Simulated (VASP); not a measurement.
# HfC (NiAs type) (P6_3/mmc) in VASP: a series of runs, part 2 of 2

VASP 6.6.1. The steps go on from the part before.

### Step 3. Single point, PBE (11.72 Å³/atom)

Contents of INCAR:

```
PREC     = Accurate       # precision mode
ENCUT    = 520            # plane-wave cutoff, eV
EDIFF    = 1E-6           # SCF threshold, eV
ISMEAR   = -1             # smearing method
SIGMA    = 0.05           # smearing width, eV
LREAL    = F              # projectors in reciprocal space
LASPH    = T              # aspherical terms in the spheres
NELM     = 80             # most SCF steps
ALGO     = Normal         # electronic algorithm
ISIF     = 2              # what is computed and relaxed
LWAVE    = F              # write WAVECAR
LCHARG   = F              # write CHGCAR
GGA      = PE             # functional
NBANDS   = 22             # bands
```

Contents of KPOINTS:

```
Automatic mesh
0
Gamma
  10 10 6
```

Contents of POSCAR:

```
HfC
1.0
    3.1172720203      0.0000000000      0.0000000000
   -1.5586360102      2.6996367601      0.0000000000
    0.0000000000      0.0000000000      5.5710710971
Hf C
2 2
Direct
    0.0000000000      0.0000000000      0.0000000000
    0.0000000000      0.0000000000      0.5000000000
    0.3333333333      0.6666666667      0.2500000000
    0.6666666667      0.3333333333      0.7500000000
```

Potentials or basis: VASP PAW PBE potentials, release 64 (Hf_pv, C).

Command:

```sh
> cat potpaw_PBE.64/Hf_pv/POTCAR potpaw_PBE.64/C/POTCAR > POTCAR
> mpirun -np 1 vasp_std > vasp.out
```

OUTCAR:

```text
PREC = Accurate
   ENCUT = 520
   EDIFF = 1E-6
   ISMEAR = -1
   LREAL = F
   LASPH = T
   NELM = 80
   ISIF = 2
   GGA = PE

 ion  position               nearest neighbor table
   1  0.000  0.000  0.000-   3 2.28   4 2.28   4 2.28   3 2.28   4 2.28   3 2.28   2 2.79   2 2.79

   2  0.000  0.000  0.500-   3 2.28   4 2.28   4 2.28   3 2.28   4 2.28   3 2.28   1 2.79   1 2.79

   3  0.333  0.667  0.250-   1 2.28   2 2.28   1 2.28   2 2.28   1 2.28   2 2.28
   4  0.667  0.333  0.750-   1 2.28   2 2.28   1 2.28   2 2.28   1 2.28   2 2.28

  LATTYP: Found a hexagonal cell.
 ALAT       =     3.1172720203
 C/A-ratio  =     1.7871623204

  Lattice vectors:

 A1 = (   3.1172720203,   0.0000000000,   0.0000000000)
 A2 = (  -1.5586360102,   2.6996367601,   0.0000000000)
 A3 = (   0.0000000000,   0.0000000000,   5.5710710971)

Analysis of symmetry for initial positions (statically):
=====================================================================
 Subroutine PRICEL returns:
 Original cell was already a primitive cell.

 Routine SETGRP: Setting up the symmetry group for a
 hexagonal supercell.

 Subroutine GETGRP returns: Found 24 space group operations
 (whereof 12 operations were pure point group operations)
 out of a pool of 24 trial point group operations.

The static configuration has the point symmetry D_3d.
 The point group associated with its full space group is D_6h.

Analysis of symmetry for dynamics (positions and initial velocities):
=====================================================================
 Subroutine PRICEL returns:
 Original cell was already a primitive cell.

 Routine SETGRP: Setting up the symmetry group for a
 hexagonal supercell.

 Subroutine GETGRP returns: Found 24 space group operations
 (whereof 12 operations were pure point group operations)
 out of a pool of 24 trial point group operations.

The dynamic configuration has the point symmetry D_3d.
 The point group associated with its full space group is D_6h.

 Subroutine INISYM returns: Found 24 space group operations
[... 121 lines left out ...]
     AMIX_MAG =   1.60;   BMIX_MAG =  1.00
  volume/ion in A,a.u.               =      11.72        79.10
  Fermi-wavevector in a.u.,A,eV,Ry     =   1.378652  2.605274 25.860333  1.900681
  Thomas-Fermi vector in A             =   2.503694
   LORBIT       =      0    0 simple, 1 ext, 2 COOP (PROOUT), +10 PAW based schemes
   GGA     = PE    functional components
   LHFCALC =     F    Hartree Fock is set to
   AEXX    =    0.0000 exact exchange contribution
   IVDW    =     0    specifies the selected vdW correction
   LEPSILON=     F    determine dielectric tensor
   LRPA    =     F    only Hartree local field effects (RPA)
 non-spin polarized calculation
  energy-cutoff  :      520.00
  volume of cell :       46.88
 maximum number of plane-waves:      1278
 NGX is ok and might be reduce to    24
   NGX = 11   NGY = 11   NGZ = 21

 number of electron      27.9999998 magnetization

 Free energy of the ion-electron system (eV)
  ---------------------------------------------------
  ext. energy  EPLUGINS =         0.00000000
  ---------------------------------------------------
  free energy    TOTEN  =       -39.36576310 eV

  energy without entropy =      -39.35812022  energy(sigma->0) =      -39.36194166

 E-fermi :   6.3691     XC(G=0): -12.5858

 val. band max:        6.2815502348   @ k =   0.2000  -0.0000   0.1667
 cond. band min:       6.3772537267   @ k =   0.2000   0.1000   0.0000
 fundamental gap:      0.0957034919
 Fermi energy:         6.3690872164

 k-point     1 :       0.0000    0.0000    0.0000
  band No.  band energies     occupation
      1     -23.9912      2.00000
      2     -22.8722      2.00000
      3     -22.8722      2.00000
      4     -22.7103      2.00000
      5     -22.7103      2.00000
      6     -22.4728      2.00000
[... 589 lines left out ...]
     21      14.7768      0.00000
     22      15.3186      0.00000

 [... further k-points ...]

------------------------ aborting loop because EDIFF is reached ----------------------------------------

  FORCE on cell =-STRESS in cart. coord.  units (eV):
  Direction    XX          YY          ZZ          XY          YZ          ZX
  --------------------------------------------------------------------------------------
  -------------------------------------------------------------------------------------
  Total        9.8992631      9.8992631      9.6995247     -0.0000000     -0.0000000     -0.0000000
  in kB      338.2943265    338.2943265    331.4685301     -0.0000000     -0.0000000     -0.0000000
  external PRESSURE =     336.0190610 kB  Pullay stress =       0.0000000 kB

 VOLUME and BASIS-vectors are now :
 -----------------------------------------------------------------------------
  energy-cutoff  :      520.00
  volume of cell :       46.88
      direct lattice vectors                 reciprocal lattice vectors
     3.117272020  0.000000000  0.000000000     0.320793307  0.185210102  0.000000000
    -1.558636010  2.699636760  0.000000000     0.000000000  0.370420204  0.000000000
     0.000000000  0.000000000  5.571071097     0.000000000  0.000000000  0.179498696

 POSITION                                       TOTAL-FORCE (eV/Angst)
 -----------------------------------------------------------------------------------
      0.00000      0.00000      0.00000        -0.000000      0.000000      0.000000
      0.00000      0.00000      2.78554        -0.000000      0.000000      0.000000
     -0.00000      1.79976      1.39277        -0.000000      0.000000     -0.000000
      1.55864      0.89988      4.17830         0.000000     -0.000000      0.000000
 -----------------------------------------------------------------------------------
    total drift:                               -0.000000      0.000000      0.000000

  FREE ENERGIE OF THE ION-ELECTRON SYSTEM (eV)
  ---------------------------------------------------
  free  energy   TOTEN  =       -39.3657631027 eV

  energy  without entropy=      -39.3581202156  energy(sigma->0) =      -39.36194166
```

OSZICAR:

```text
N       E                     dE             d eps       ncg     rms          rms(c)
DAV:   1     0.913506703439E+02    0.91351E+02   -0.15105E+04  2464   0.125E+03
DAV:   2    -0.407286876966E+02   -0.13208E+03   -0.12561E+03  3160   0.289E+02
DAV:   3    -0.459662740151E+02   -0.52376E+01   -0.52040E+01  3144   0.429E+01
DAV:   4    -0.460149576279E+02   -0.48684E-01   -0.48662E-01  2986   0.467E+00
DAV:   5    -0.460155756783E+02   -0.61805E-03   -0.61801E-03  3212   0.470E-01    0.923E+01
DAV:   6    -0.394876094066E+02    0.65280E+01   -0.40151E+01  2848   0.242E+01    0.682E+01
DAV:   7    -0.394504983529E+02    0.37111E-01   -0.24898E+00  2794   0.779E+00    0.239E+01
DAV:   8    -0.393693817815E+02    0.81117E-01   -0.30599E-01  3044   0.260E+00    0.481E+00
DAV:   9    -0.393666351947E+02    0.27466E-02   -0.42259E-02  2874   0.107E+00    0.386E+00
DAV:  10    -0.393657963856E+02    0.83881E-03   -0.46594E-03  2948   0.382E-01    0.137E-01
DAV:  11    -0.393657660831E+02    0.30302E-04   -0.26060E-04  2944   0.111E-01    0.188E-01
DAV:  12    -0.393657626748E+02    0.34083E-05   -0.11507E-05  3046   0.200E-02    0.118E-01
DAV:  13    -0.393657631027E+02   -0.42793E-06   -0.35430E-06  2538   0.903E-03
   1 F= -.39365763E+02 E0= -.39361942E+02  d E =-.764289E-02
```

It took 39 s on 1 thread of Intel Xeon Platinum 8488C (Sapphire Rapids), shared host; peak memory 0.19 GiB.

What came out:

* Free energy: -39.3658 eV
* Pressure: 33.6 GPa
* Band gap on the k mesh: zero (bands 14 and 15 overlap by 1.75 eV)

Stress tensor (GPa, compression positive):
```
33.83  0.00  0.00
 0.00 33.83  0.00
 0.00  0.00 33.15
```

Caveat: the cell stands under pressure; spin-orbit coupling is left out, which moves the levels of the heavy elements.
